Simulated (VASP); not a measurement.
Crystal: SiC.

```
CELL_PARAMETERS angstrom
2.24566 2.24566 4.49132
-2.24566 -2.24566 4.49132
6.73698 -4.49132 2.24566
ATOMIC_POSITIONS crystal
C 0.19824 0.00094 0.59752
C 0.10325 0.50512 0.79946
C 0.29884 0.50331 0.39986
C 0.80141 0.00399 0.40053
C 0.69959 0.50437 0.59965
C 0.47478 0.37730 0.79764
C 0.37072 0.88026 0.00099
C 0.78271 0.86903 0.19872
C 0.17307 0.88059 0.40269
C 0.07717 0.37140 0.60092
Si 0.59833 0.99925 0.79750
Si 0.99827 0.00219 0.99811
Si 0.40515 0.99481 0.19662
Si 0.50484 0.50155 0.00253
Si 0.90393 0.49896 0.19839
Si 0.57448 0.87652 0.60001
Si 0.97422 0.87405 0.79982
Si 0.67183 0.38049 0.39501
Si 0.87681 0.36589 0.99866
Si 0.27949 0.37415 0.20098
```

| Quantity | Value |
| --- | --- |
| Program | VASP 6.6.1 |
| Task | relaxation of cell and atoms |
| Functional | PBE |
| Potentials or basis | VASP PAW PBE potentials, release 64 (C, Si) |
| Cutoff | 600 eV |
| k mesh | 3 × 3 × 2, shifted |
| Occupations | gaussian, width 0.1 eV |
| Spin | no spin polarisation |

At the start: pressure 22.4 GPa; volume 11.32 Å³/atom.

Question: How do energy, volume and symmetry change on relaxing?

Answer: Over 26 steps the energy falls by 846.7 meV/atom and the volume is 11.01 Å³/atom (-2.8 %); space group P1 (No. 1, to 0.1 Å) before and after.

The path:
| step | energy change (eV) | largest force (eV/Å) | pressure (GPa) | volume (Å³) |
| --- | --- | --- | --- | --- |
| 1 | 0.0000 | 12.1960 | 22.41 | 226.50 |
| 2 | -2.8759 | 7.2793 | -15.30 | 282.40 |
| 3 | -11.5835 | 4.1086 | -9.12 | 250.55 |
| 4 | -11.6203 | 4.0415 | -8.45 | 249.46 |
| 5 | -11.6276 | 3.9927 | -7.90 | 248.62 |
| 6 | -14.7910 | 2.5250 | -3.68 | 233.49 |
| 7 | -15.4631 | 3.6594 | 2.14 | 223.01 |
| 8 | -15.8913 | 3.1572 | 3.56 | 218.08 |
| 9 | -16.2405 | 1.6386 | 2.26 | 220.04 |
| 10 | -16.7157 | 0.7024 | -2.18 | 224.06 |
| 11 | -16.7166 | 0.6596 | -2.01 | 223.88 |
| 12 | -16.8313 | 0.4593 | 0.68 | 220.63 |
| 13 | -16.8313 | 0.4678 | 0.74 | 220.57 |
| 14 | -16.8774 | 0.3096 | -0.04 | 221.09 |
| 15 | -16.8821 | 0.4428 | -0.37 | 221.33 |
| 16 | -16.9115 | 0.1922 | -0.27 | 220.89 |
| 17 | -16.9119 | 0.2147 | -0.25 | 220.83 |
| 18 | -16.9227 | 0.1504 | 0.28 | 220.09 |
| 19 | -16.9227 | 0.1522 | 0.29 | 220.08 |
| 20 | -16.9288 | 0.1124 | -0.02 | 220.37 |
| 21 | -16.9290 | 0.1219 | -0.08 | 220.43 |
| 22 | -16.9326 | 0.0703 | -0.08 | 220.43 |
| 23 | -16.9326 | 0.0692 | -0.08 | 220.43 |
| 24 | -16.9340 | 0.0466 | 0.05 | 220.23 |
| 25 | -16.9340 | 0.0491 | 0.06 | 220.22 |
| 26 | -16.9347 | 0.0344 | -0.01 | 220.26 |

Final structure:
```
CELL_PARAMETERS angstrom
2.21218 2.22926 4.25293
-2.27729 -2.27027 4.30585
6.82549 -4.61841 2.10946
ATOMIC_POSITIONS crystal
C 0.19029 0.00899 0.56594
C 0.15583 0.47314 0.74059
C 0.24148 0.52525 0.44319
C 0.82776 0.96504 0.40012
C 0.71420 0.47331 0.61059
C 0.46348 0.40110 0.76375
C 0.38357 0.90031 0.02079
C 0.78749 0.88625 0.23562
C 0.14278 0.85934 0.42203
C 0.06906 0.38105 0.59188
Si 0.56049 0.03695 0.81829
Si 0.01298 0.97758 0.02788
Si 0.41344 0.96061 0.22845
Si 0.47474 0.54545 0.96568
Si 0.87615 0.52777 0.19719
Si 0.56838 0.85250 0.58201
Si 0.02324 0.84793 0.76879
Si 0.64636 0.35052 0.42882
Si 0.91970 0.39691 0.94179
Si 0.29572 0.39419 0.23223
```

Caveat: the k points lie up to 0.43 Å⁻¹ apart in the final cell.
